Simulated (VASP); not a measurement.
The system is BeCd2O3.

```
Be Cd O
1.0
     3.27044    0.00000    0.00000
    -1.63522    2.83229    0.00000
     0.00000    0.00000    8.00528
Be Cd O
1 2 3
Cartesian
  0.0000 0.0000 0.0000
  0.0000 1.8882 5.2514
  1.6352 0.9441 2.7539
  0.0000 1.8882 1.3281
  1.6352 0.9441 6.6772
  0.0000 0.0000 4.0026
```

| Quantity | Value |
| --- | --- |
| Program | VASP 6.6.1 |
| Task | relaxation of cell and atoms |
| Functional | PBEsol |
| Potentials or basis | VASP PAW PBE potentials, release 64 (Be, Cd, O) |
| Cutoff | 600 eV |
| k mesh | 9 × 9 × 4 |
| Occupations | fermi-dirac, width 0.03 eV |
| Spin | no spin polarisation |

At the start: pressure -9.4 GPa; volume 12.36 Å³/atom.

**Question.** How do energy, volume and symmetry change on relaxing?

**Answer.** Over 15 steps the energy falls by 299.5 meV/atom and the volume is 10.58 Å³/atom (-14.4 %); space group P-3m1 (No. 164, to 0.1 Å) before and after.

Step by step:
```
step  energy change (eV)  largest force (eV/Å)  pressure (GPa)  volume (Å³)
   1              0.0000                1.9238           -9.43        74.15
   2             -0.8672                2.3404            1.60        66.61
   3             -1.0296                2.7195           15.98        61.05
   4             -1.4120                1.7160           13.19        60.74
   5             -1.5617                0.7354           11.44        60.40
   6             -1.7266                0.2886            2.63        63.02
   7             -1.7491                0.0681           -1.80        64.62
   8             -1.7492                0.0758           -1.54        64.51
   9             -1.7680                0.0607           -1.14        64.28
  10             -1.7932                0.2280            0.14        63.58
  11             -1.7959                0.0746           -0.07        63.61
  12             -1.7962                0.0782           -0.16        63.62
  13             -1.7962                0.0801           -0.17        63.62
  14             -1.7966                0.0406           -0.02        63.55
  15             -1.7967                0.0068            0.11        63.48
```

Final structure:
```
CELL_PARAMETERS angstrom
3.03413 0.00000 0.00000
-1.51707 2.62764 0.00000
0.00000 0.00000 7.96221
ATOMIC_POSITIONS crystal
Be 0.00000 0.00000 0.00000
Cd 0.33333 0.66667 0.68684
Cd 0.66667 0.33333 0.31316
O 0.33333 0.66667 0.11951
O 0.66667 0.33333 0.88049
O 0.00000 0.00000 0.50000
```

Caveat: the PAW data sets were made with another functional, which shifts forces and pressure a little.
